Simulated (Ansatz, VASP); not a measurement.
**Two plane-wave programs on ZnF2**

Contents of POSCAR:

```
ZnF2
1.0
    4.7029441700      0.0000000000      0.0000000000
    0.0000000000      4.7029441700      0.0000000000
    0.0000000000      0.0000000000      3.1328902100
Zn F
2 4
Direct
    0.5000000000      0.5000000000      0.5000000000
    0.0000000000      0.0000000000      0.0000000000
    0.6968616200      0.6968616200      0.0000000000
    0.8031383800      0.1968616200      0.5000000000
    0.3031383800      0.3031383800      0.0000000000
    0.1968616200      0.8031383800      0.5000000000
```

Contents of INCAR.step1:

```
ALGO = Normal
EDIFF = 1E-5
ENCUT = 580
GGA = PE
GGA_COMPAT = False
ISMEAR = -1
LASPH = True
LCHARG = False
LREAL = False
LWAVE = True
NBANDS = 35
NELM = 120
PREC = Accurate
SIGMA = 0.01
```

File INCAR.step2:

```
ALGO = Normal
EDIFF = 1E-8
ENCUT = 580
GGA_COMPAT = False
ISIF = 2
ISMEAR = -1
ISTART = 1
LASPH = True
LCHARG = False
LEFG = True
LMIXTAU = True
LREAL = False
LWAVE = False
METAGGA = R2SCAN
NBANDS = 35
NELM = 120
PREC = Accurate
SIGMA = 0.01
```

KPOINTS

```
k-points
0
Gamma
  7 7 11
```

Input for Ansatz:

```yaml
crystal:
  lattice:
    - [4.70294417, 0.0, 0.0]
    - [0.0, 4.70294417, 0.0]
    - [0.0, 0.0, 3.13289021]
  atoms:
    - { symbol: Zn, position: [0.5, 0.5, 0.5] }
    - { symbol: Zn, position: [0.0, 0.0, 0.0] }
    - { symbol: F, position: [0.69686162, 0.69686162, 0.0] }
    - { symbol: F, position: [0.80313838, 0.19686162, 0.5] }
    - { symbol: F, position: [0.30313838, 0.30313838, 0.0] }
    - { symbol: F, position: [0.19686162, 0.80313838, 0.5] }
kpoints:
  mp_grid: { grid: [7, 7, 11] }
scf:
  occupations: { method: fermi_dirac, width: 0.01 }
hamiltonian:
  xc: r2scan
  pseudopotentials: { kind: paw }
output:
  forces: true
  stress: true
  populations: true
  efg: { quadrupole_moments_barn: { Zn: 0.122 }, contact_densities: true }
  write_density: true
  write_potential: true
  elf: true
  volumetric_format: npy
```

Alike in both runs: task electric field gradients; functional r2SCAN; k mesh 7 × 7 × 11; occupations fermi-dirac, width 0.01 eV; no spin polarisation.

|  | VASP | Ansatz |
| --- | --- | --- |
| version | VASP 6.6.1 | Ansatz 0.2.0 |
| potentials or method | VASP PAW PBE potentials, release 64 (Zn, F) | plane-wave PAW, scalar-relativistic |
| plane-wave cutoff (eV) | 580 | 500 |
| valence electrons in the cell | 52 | 52 |

VASP gave:

* gap on the k mesh at the Fermi level (eV): 4.21
* pressure (GPa): 0.3
* traceless stress, the component that is largest in VASP (GPa): 0.00
* rms of the force components (eV/Å): 0.003
* size of Vzz on the site where it differs most (V/Å²): 22.6

Which values does Ansatz return?

gap on the k mesh at the Fermi level (eV): 4.27; pressure (GPa): -0.2; traceless stress, the component that is largest in VASP (GPa): -0.15; rms of the force components (eV/Å): 0.004; size of Vzz on the site where it differs most (V/Å²): 21.3.

VASP's potentials were made for PBE, not for r2SCAN. Atom by atom the forces differ by 0.006 eV/Å (rms over components).
